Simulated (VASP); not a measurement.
Runs of VASP 6.6.1 on Ni. Symmetry: P6_3/mmc, No. 194, hexagonal system. Conventional cell: a = 2.448 Å, b = 2.448 Å, c = 4.073 Å, α = 90.00°, β = 90.00°, γ = 120.00°. Within 3.2 Å of Ni (site symmetry -6m2) lie 12 Ni at 2.45 to 2.48 Å. 

```tsv
k mesh	gap on the mesh (eV)	pressure (GPa)	moment (μB)
8 × 8 × 4	none	(b)	(a)
4 × 4 × 2	none	(c)	1.27
6 × 6 × 4	none	-10.5	1.00
9 × 9 × 5	none	-10.5	0.88
5 × 5 × 3	none	-9.1	1.35
```

Alike in all rows: task single point; level LDA; potentials or basis VASP PAW LDA potentials, release 64 (Ni); spin collinear, ferromagnetic start; cell as given; cutoff (eV) 520; smearing fermi-dirac 0.15 eV.

Task: Estimate the missing entries.

Result: (a) 1.08; (b) -10.1; (c) -10.3.

Caveats: some runs use coarse meshes.

A gap of «none» marks levels without a gap at the run's occupations.
